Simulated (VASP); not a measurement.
Crystal: YbH3.

```
CELL_PARAMETERS angstrom
0.00000 2.60497 2.60497
2.60497 0.00000 2.60497
2.60497 2.60497 0.00000
ATOMIC_POSITIONS crystal
Yb 0.00000 0.00000 0.00000
H 0.50000 0.50000 0.50000
H 0.25000 0.25000 0.25000
H 0.75000 0.75000 0.75000
```

Base run:

```yaml
Program: VASP 6.6.1
Functional: PBE
Potentials_or_basis: VASP PAW PBE potentials, release 64 (Yb, H)
Cutoff: 520 eV
k_mesh: 9 × 9 × 9
Occupations: fermi-dirac, width 0.05 eV
Spin: collinear spin, ferromagnetic start
Starting_moments: "[1.0, 0.0, 0.0, 0.0] μB"
Hubbard_terms: Yb f U = 8.0 eV
```

Its results: pressure -2.7 GPa; net moment 0.01 μB per cell.

Problem. The run is repeated on the same cell with these changes: hubbard terms from Yb f U = 8.0 eV to Yb f U = 3.0 eV. What comes out?

Solution. Pressure -4.7 GPa; net moment 0.00 μB per cell.
